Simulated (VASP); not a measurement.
# V (Im-3m) in VASP: electric field gradients with PBEsol

Aim: the electric field gradients of V with PBEsol.

All numbers are computed with VASP 6.6.1; they aren't measurements. Logs are shortened: lines on timing, memory, paths and dates and some standing lists are left out, and cuts for length are marked.

## 1. The cell of the first run

The structure is cubic, space group Im-3m (No. 229). Conventional cell: a = 3.026 Å, b = 3.026 Å, c = 3.026 Å, α = 90.00°, β = 90.00°, γ = 90.00°. V (site symmetry m-3m) has 14 V at 2.62 to 3.03 Å within 3.5 Å.

## 2. Electric field gradients, PBEsol, collinear spin, ferromagnetic start

File INCAR:

```
SYSTEM = V
ALGO = Normal
EDIFF = 1E-8
ENCUT = 520
GGA = PS
ISIF = 2
ISMEAR = -1
ISPIN = 2
LASPH = .TRUE.
LCHARG = .FALSE.
LEFG = .TRUE.
LMAXMIX = 4
LORBIT = 11
LREAL = .FALSE.
LWAVE = .FALSE.
MAGMOM = 1.5
NBANDS = 16
NELM = 150
PREC = Accurate
SIGMA = 0.03
```

File KPOINTS:

```
k-points
0
G
  19 19 19
  0 0 0
```

File POSCAR:

```
V
1.0
   -1.5130000000      1.5130000000      1.5130000000
    1.5130000000     -1.5130000000      1.5130000000
    1.5130000000      1.5130000000     -1.5130000000
V
1
Direct
    0.0000000000      0.0000000000      0.0000000000
```

Potentials or basis: VASP PAW PBE potentials, release 64 (V_sv).

Started as:

```console
$ cat potpaw_PBE.64/V_sv/POTCAR > POTCAR
$ mpirun -np 1 vasp_std > vasp.out
```

OUTCAR:

```text
SYSTEM = V
   EDIFF = 1E-8
   ENCUT = 520
   GGA = PS
   ISIF = 2
   ISMEAR = -1
   ISPIN = 2
   LASPH = .TRUE.
   LORBIT = 11
   LREAL = .FALSE.
   NELM = 150
   PREC = Accurate

 ion  position               nearest neighbor table
   1  0.000  0.000  0.000-

  LATTYP: Found a body centered cubic cell.
 ALAT       =     3.0260000000

  Lattice vectors:

 A1 = (  -1.5130000000,   1.5130000000,   1.5130000000)
 A2 = (   1.5130000000,  -1.5130000000,   1.5130000000)
 A3 = (   1.5130000000,   1.5130000000,  -1.5130000000)

Analysis of symmetry for initial positions (statically):
=====================================================================
 Subroutine PRICEL returns:
 Original cell was already a primitive cell.

 Routine SETGRP: Setting up the symmetry group for a
 body centered cubic supercell.

 Subroutine GETGRP returns: Found 48 space group operations
 (whereof 48 operations were pure point group operations)
 out of a pool of 48 trial point group operations.

The static configuration has the point symmetry O_h .

Analysis of symmetry for dynamics (positions and initial velocities):
=====================================================================
 Subroutine PRICEL returns:
 Original cell was already a primitive cell.

 Routine SETGRP: Setting up the symmetry group for a
 body centered cubic supercell.

 Subroutine GETGRP returns: Found 48 space group operations
 (whereof 48 operations were pure point group operations)
 out of a pool of 48 trial point group operations.

The dynamic configuration has the point symmetry O_h .

Analysis of structural, dynamic, and magnetic symmetry:
=====================================================================
 Subroutine PRICEL returns:
 Original cell was already a primitive cell.

 Routine SETGRP: Setting up the symmetry group for a
 body centered cubic supercell.

 Subroutine GETGRP returns: Found 48 space group operations
 (whereof 48 operations were pure point group operations)
 out of a pool of 48 trial point group operations.

The overall configuration has the point symmetry O_h .

 Subroutine INISYM returns: Found 48 space group operations
 (whereof 48 operations are pure point group operations),
 and found     1 'primitive' translations

----------------------------------------------------------------------------------------

                                     Primitive cell

  volume of cell :      13.8541

  direct lattice vectors                    reciprocal lattice vectors
    -1.513000000  1.513000000  1.513000000     0.000000000  0.330469266  0.330469266
     1.513000000 -1.513000000  1.513000000     0.330469266  0.000000000  0.330469266
     1.513000000  1.513000000 -1.513000000     0.330469266  0.330469266  0.000000000

  length of vectors
     2.620592872  2.620592872  2.620592872     0.467354118  0.467354118  0.467354118

  position of ions in fractional coordinates (direct lattice)
     0.000000000  0.000000000  0.000000000

  ion indices of the primitive-cell ions
   primitive index   ion index
                 1           1

----------------------------------------------------------------------------------------

 KPOINTS: k-points

Automatic generation of k-mesh.
 Grid dimensions read from file:
 generate k-points for:   19   19   19

 Generating k-lattice:

  Cartesian coordinates                     Fractional coordinates (reciprocal lattice)
     0.000000000  0.017393119  0.017393119     0.052631579  0.000000000  0.000000000
     0.017393119  0.000000000  0.017393119     0.000000000  0.052631579  0.000000000
     0.017393119  0.017393119  0.000000000     0.000000000  0.000000000  0.052631579

  Length of vectors
     0.024597585  0.024597585  0.024597585

  Shift w.r.t. Gamma in fractional coordinates (k-lattice)
     0.000000000  0.000000000  0.000000000

 Subroutine IBZKPT returns following result:
 ===========================================

 Found    220 irreducible k-points:

 Following reciprocal coordinates:
            Coordinates               Weight
  0.000000  0.000000  0.000000      1.000000
  0.052632  0.000000  0.000000     12.000000
  0.105263  0.000000  0.000000     12.000000
  0.157895  0.000000  0.000000     12.000000
  0.210526  0.000000  0.000000     12.000000
  0.263158  0.000000  0.000000     12.000000
[... 16 lines left out ...]
  0.263158  0.105263  0.000000     48.000000
  0.315789  0.105263  0.000000     48.000000
 [... further k-points ...]
   k-points           NKPTS =    220   k-points in BZ     NKDIM =    220   number of bands    NBANDS=     16
   number of dos      NEDOS =    301   number of ions     NIONS =      1
   total plane-waves  NPLWV =   8000
   dimension x,y,z NGX =    20 NGY =   20 NGZ =   20
   dimension x,y,z NGXF=    40 NGYF=   40 NGZF=   40
   ions per type =               1
   NGX,Y,Z   is equivalent  to a cutoff of  12.69, 12.69, 12.69 a.u.
   NGXF,Y,Z  is equivalent  to a cutoff of  25.38, 25.38, 25.38 a.u.
 SYSTEM =  V
   PREC   = accura    normal or accurate (medium, high low for compatibility)
   ISTART =      0    job   : 0-new  1-cont  2-samecut
   ICHARG =      2    charge: 1-file 2-atom 10-const
   ISPIN  =      2    spin polarized calculation?
   LNONCOLLINEAR =      F non collinear calculations
   LSORBIT =      F    spin-orbit coupling
   LASPH  =      T    aspherical Exc in radial PAW
   ENCUT  =  520.0 eV  38.22 Ry    6.18 a.u.   4.87  4.87  4.87*2*pi/ulx,y,z
   NELM   =    150;   NELMIN=  2; NELMDL= -5     # of ELM steps
   EDIFF  = 0.1E-07   stopping-criterion for ELM
   LREAL  =      F    real-space projection
   EDIFFG = 0.1E-06   stopping-criterion for IOM
   NSW    =      0    number of steps for IOM
   IBRION =     -1    ionic relax: 0-MD 1-quasi-New 2-CG
   NFREE  =      0    steps in history (QN), initial steepest desc. (CG)
   ISIF   =      2    stress and relaxation
   ISYM   =      2    0-nonsym 1-usesym 2-fastsym
   POTIM  = 0.5000    time-step for ionic-motion
   TEBEG  =    0.0;   TEEND  =   0.0 temperature during run
   PSTRESS=    0.0 pullay stress
   NELECT =      13.0000    total number of electrons
   NUPDOWN=      -1.0000    fix difference up-down
   EMIN   =  10.00;   EMAX   =-10.00  energy-range for DOS
   EFERMI =   0.00;   METHOD = LEGACY
   ISMEAR =    -1;   SIGMA  =   0.03  broadening in eV -4-tet -1-fermi 0-gaus
   EFERMI_NEDOS =   21; number of points for ismear=-14 and -15
   IALGO  =     38    algorithm
   IMIX   =      4    mixing-type and parameters
     AMIX     =   0.40;   BMIX     =  1.00
     AMIX_MAG =   1.60;   BMIX_MAG =  1.00
  volume/ion in A,a.u.               =      13.85        93.49
  Fermi-wavevector in a.u.,A,eV,Ry     =   1.602742  3.028744 34.950411  2.568783
  Thomas-Fermi vector in A             =   2.699515
   LORBIT       =     11    0 simple, 1 ext, 2 COOP (PROOUT), +10 PAW based schemes
   GGA     = PS    functional components
   LHFCALC =     F    Hartree Fock is set to
   AEXX    =    0.0000 exact exchange contribution
   IVDW    =     0    specifies the selected vdW correction
   LEPSILON=     F    determine dielectric tensor
   LRPA    =     F    only Hartree local field effects (RPA)
 spin polarized calculation
  energy-cutoff  :      520.00
  volume of cell :       13.85
 maximum number of plane-waves:       383
   NGX =  9   NGY =  9   NGZ =  9

 number of electron      12.9999996 magnetization       0.0000247

 number of electron      12.9999996 magnetization      -0.0000009

 Free energy of the ion-electron system (eV)
  ---------------------------------------------------
  ext. energy  EPLUGINS =         0.00000000
  ---------------------------------------------------
  free energy    TOTEN  =        -9.60365942 eV

  energy without entropy =       -9.59824947  energy(sigma->0) =       -9.60095444

 E-fermi :   9.2105     XC(G=0): -12.9040

 val. band max:        9.2072471736   @ k =  -0.2632   0.3684   0.1053
 cond. band min:       9.2171477579   @ k =   0.1053   0.1053   0.0000
 fundamental gap:      0.0099005842
 Fermi energy:         9.2104834732

 spin component 1

 k-point     1 :       0.0000    0.0000    0.0000
  band No.  band energies     occupation
      1     -54.2930      1.00000
      2     -27.7379      1.00000
      3     -27.7379      1.00000
      4     -27.7379      1.00000
      5       2.6818      1.00000
      6       9.6230      0.00000
[... 8 lines left out ...]
     15      36.3087      0.00000
     16      40.2903      0.00000

 k-point     2 :       0.0526    0.0000    0.0000
  band No.  band energies     occupation
      1     -54.2882      1.00000
      2     -27.7614      1.00000
      3     -27.7451      1.00000
      4     -27.7380      1.00000
      5       2.7914      1.00000
      6       9.5768      0.00000
[... 8 lines left out ...]
     15      36.5099      0.00000
     16      38.8962      0.00000
[... 387 lines left out ...]
      5       5.8452      1.00000
      6       8.5330      1.00000
[... 8 lines left out ...]
     15      36.2260      0.00000
     16      37.2061      0.00000

 k-point    24 :       0.3158    0.1053    0.0000
  band No.  band energies     occupation
      1     -54.1360      1.00000
      2     -28.4298      1.00000
      3     -27.9774      1.00000
      4     -27.7742      1.00000
      5       6.2230      1.00000
      6       8.3607      1.00000
[... 8 lines left out ...]
     15      36.4025      0.00000
     16      37.4751      0.00000

 [... further k-points ...]

 spin component 2

 k-point     1 :       0.0000    0.0000    0.0000
  band No.  band energies     occupation
      1     -54.2930      1.00000
      2     -27.7379      1.00000
      3     -27.7379      1.00000
      4     -27.7379      1.00000
      5       2.6818      1.00000
      6       9.6230      0.00000
[... 8 lines left out ...]
     15      36.3087      0.00000
     16      40.2903      0.00000

 k-point     2 :       0.0526    0.0000    0.0000
  band No.  band energies     occupation
      1     -54.2882      1.00000
      2     -27.7614      1.00000
      3     -27.7451      1.00000
      4     -27.7380      1.00000
      5       2.7914      1.00000
      6       9.5768      0.00000
[... 8 lines left out ...]
     15      36.5099      0.00000
     16      38.8962      0.00000
[... 387 lines left out ...]
      5       5.8452      1.00000
      6       8.5330      1.00000
[... 8 lines left out ...]
     15      36.2260      0.00000
     16      37.2061      0.00000

 k-point    24 :       0.3158    0.1053    0.0000
  band No.  band energies     occupation
      1     -54.1360      1.00000
      2     -28.4298      1.00000
      3     -27.9774      1.00000
      4     -27.7742      1.00000
      5       6.2230      1.00000
      6       8.3607      1.00000
[... 8 lines left out ...]
     15      36.4025      0.00000
     16      37.4751      0.00000

 [... further k-points ...]

------------------------ aborting loop because EDIFF is reached ----------------------------------------

  FORCE on cell =-STRESS in cart. coord.  units (eV):
  Direction    XX          YY          ZZ          XY          YZ          ZX
  --------------------------------------------------------------------------------------
  -------------------------------------------------------------------------------------
  Total       -1.0056048     -1.0056048     -1.0056048     -0.0000000      0.0000000     -0.0000000
  in kB     -116.2950318   -116.2950318   -116.2950318     -0.0000000      0.0000000     -0.0000000
  external PRESSURE =    -116.2950318 kB  Pullay stress =       0.0000000 kB

 VOLUME and BASIS-vectors are now :
 -----------------------------------------------------------------------------
  energy-cutoff  :      520.00
  volume of cell :       13.85
      direct lattice vectors                 reciprocal lattice vectors
    -1.513000000  1.513000000  1.513000000     0.000000000  0.330469266  0.330469266
     1.513000000 -1.513000000  1.513000000     0.330469266  0.000000000  0.330469266
     1.513000000  1.513000000 -1.513000000     0.330469266  0.330469266  0.000000000

 POSITION                                       TOTAL-FORCE (eV/Angst)
 -----------------------------------------------------------------------------------
      0.00000      0.00000      0.00000        -0.000000     -0.000000     -0.000000
 -----------------------------------------------------------------------------------
    total drift:                                0.000000     -0.000000      0.000000

  FREE ENERGIE OF THE ION-ELECTRON SYSTEM (eV)
  ---------------------------------------------------
  free  energy   TOTEN  =        -9.6036594205 eV

  energy  without entropy=       -9.5982494695  energy(sigma->0) =       -9.60095444

 Electric field gradients (V/A^2)
---------------------------------------------------------------------
 ion       V_xx      V_yy      V_zz      V_xy      V_xz      V_yz
---------------------------------------------------------------------
   1      -0.000    -0.000    -0.000     0.003     0.003     0.003
---------------------------------------------------------------------

 Electric field gradients after diagonalization (V/A^2)
 (convention: |V_zz| > |V_xx| > |V_yy|)
----------------------------------------------------------------------
 ion       V_xx      V_yy      V_zz     asymmetry (V_yy - V_xx)/ V_zz
----------------------------------------------------------------------
   1      -0.003    -0.003     0.006       0.000
----------------------------------------------------------------------

           NMR quadrupolar parameters

 Cq : quadrupolar parameter    Cq=e*Q*V_zz/h
 eta: asymmetry parameters     (V_yy - V_xx)/ V_zz
 Q  : nuclear electric quadrupole moment in mb (millibarn)
----------------------------------------------------------------------
 ion       Cq(MHz)       eta       Q (mb)
----------------------------------------------------------------------
   1       0.000       0.000       1.000
----------------------------------------------------------------------

 total charge

# of ion       s       p       d       tot
------------------------------------------
    1        2.335   6.214   3.060  11.610

 magnetization (x)

# of ion       s       p       d       tot
------------------------------------------
    1        0.000   0.000   0.000   0.000
```

Run time: 2.3 min. Hardware: 1 thread of Intel Xeon 8259CL, shared host; peak memory 0.18 GiB.

Results:

| Property | Result |
| --- | --- |
| Free energy | -9.6037 eV |
| Pressure | -11.6 GPa |
| Net moment | 0.00 μB per cell |
| Largest electric field gradient by atom | under 0.05 V/Å² on every atom |
| Valence electrons inside the program's atomic spheres | V 11.61 |

Caveat: the cell stands under tension; the moments typed at the start vanished in this run; the PAW data sets were made with another functional, which shifts forces and pressure a little.
